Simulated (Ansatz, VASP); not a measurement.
**One calculation of GaAs, two programs**

The input POSCAR:

```
GaAs
1.0
    0.0000000000      2.8330831656      2.8330831656
    2.8330831656      0.0000000000      2.8330831656
    2.8330831656      2.8330831656      0.0000000000
Ga As
1 1
Direct
    0.0000000000      0.0000000000      0.0000000000
    0.2500000000      0.2500000000      0.2500000000
```

INCAR.step1

```
ALGO = Normal
EDIFF = 1E-5
ENCUT = 520
GGA = PE
ISIF = 2
ISMEAR = 0
LASPH = True
LCHARG = False
LREAL = False
LWAVE = True
NBANDS = 16
NELM = 80
PREC = Accurate
SIGMA = 0.01
```

INCAR.step2

```
ALGO = Normal
EDIFF = 1E-6
ENCUT = 520
GGA = PE
HFSCREEN = 0.2079
ISIF = 2
ISMEAR = 0
ISTART = 1
LASPH = True
LCHARG = False
LHFCALC = True
LREAL = False
LWAVE = False
NBANDS = 16
NELM = 80
PREC = Accurate
PRECFOCK = Normal
SIGMA = 0.01
```

File KPOINTS:

```
k-points
0
Gamma
  6 6 6
```

Input for Ansatz:

```yaml
crystal:
  lattice:
    - [0.0, 2.8330831656, 2.8330831656]
    - [2.8330831656, 0.0, 2.8330831656]
    - [2.8330831656, 2.8330831656, 0.0]
  atoms:
    - { symbol: Ga, position: [0.0, 0.0, 0.0] }
    - { symbol: As, position: [0.25, 0.25, 0.25] }
kpoints:
  mp_grid: { grid: [6, 6, 6] }
  band_path:
    path:
      - [0.0, 0.0, 0.0]
      - [-0.5, -0.5, 0.0]
      - [-0.375, -0.375, 0.25]
      - [-0.375, 0.0, 0.375]
      - [0.0, 0.0, 0.5]
      - [-0.5, -0.25, 0.25]
    npoints: 1
hamiltonian:
  xc: hse06
scf:
  occupations: { method: fixed }
  n_extra_bands: 4
output:
  forces: true
  stress: true
  eigenvalues: true
  write_density: true
  write_potential: true
  elf: true
  volumetric_format: npy
```

Alike in both runs: task single point; functional HSE06; k mesh 6 × 6 × 6; no spin polarisation.

```csv
,VASP,Ansatz
version,VASP 6.6.1,Ansatz 0.2.0
potentials or method,"VASP PAW PBE potentials, release 64 (Ga_d, As)","plane waves, PAW"
plane-wave cutoff (eV),520,420
occupations,"gaussian, width 0.01 eV",fixed
valence electrons in the cell,18,28
```

Ansatz gave:

| Quantity | Value |
| --- | --- |
| gap on the k mesh at the Fermi level (eV) | 1.36 |
| pressure (GPa) | 0.6 |

What did VASP give for the same quantities?

gap on the k mesh at the Fermi level (eV): 1.36; pressure (GPa): 0.5.

VASP's potentials hold 18 valence electrons a cell and Ansatz's 28, so a difference there can come from the potentials and not from the codes. Ansatz's warnings: stress exchange threshold loose, stress scf threshold loose.
